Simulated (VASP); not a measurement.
A run of VASP 6.6.1:

The input INCAR:

```
SYSTEM = Si2Ni
PREC     = Accurate       ! precision mode
ENCUT    = 520            ! plane-wave cutoff, eV
EDIFF    = 1E-6           ! SCF threshold, eV
ISMEAR   = 0              ! smearing method
SIGMA    = 0.05           ! smearing width, eV
LREAL    = .False.        ! projectors in reciprocal space
LASPH    = .True.         ! aspherical terms in the spheres
NELM     = 100            ! most SCF steps
ALGO     = Normal         ! electronic algorithm
ISIF     = 2              ! what is computed and relaxed
LWAVE    = .False.        ! write WAVECAR
LCHARG   = .False.        ! write CHGCAR
GGA      = PS             ! functional
NBANDS   = 16             ! bands
```

Contents of KPOINTS:

```
regular mesh
0
Gamma
  12 12 12
  0 0 0
```

POSCAR

```
Si2Ni
1.0
    0.0000000000      2.6937755594      2.6937755594
    2.6937755594      0.0000000000      2.6937755594
    2.6937755594      2.6937755594      0.0000000000
Si Ni
2 1
Direct
    0.2500000000      0.2500000000      0.2500000000
    0.7500000000      0.7500000000      0.7500000000
    0.0000000000      0.0000000000      0.0000000000
```

Potentials or basis: VASP PAW PBE potentials, release 64 (Si, Ni).

Run with:

```console
$ cat potpaw_PBE.64/Si/POTCAR potpaw_PBE.64/Ni/POTCAR > POTCAR
$ mpirun -np 1 vasp_std > vasp.out
```

Hardware: 1 thread of Intel Xeon 6975P-C (shared host).

Task: Estimate the wall time of this run.

Result: Run time: 24 s on 1 thread of Intel Xeon 6975P-C, with other jobs on the host, peak memory 0.18 GiB. Counts: scf iterations 14, k points 72.
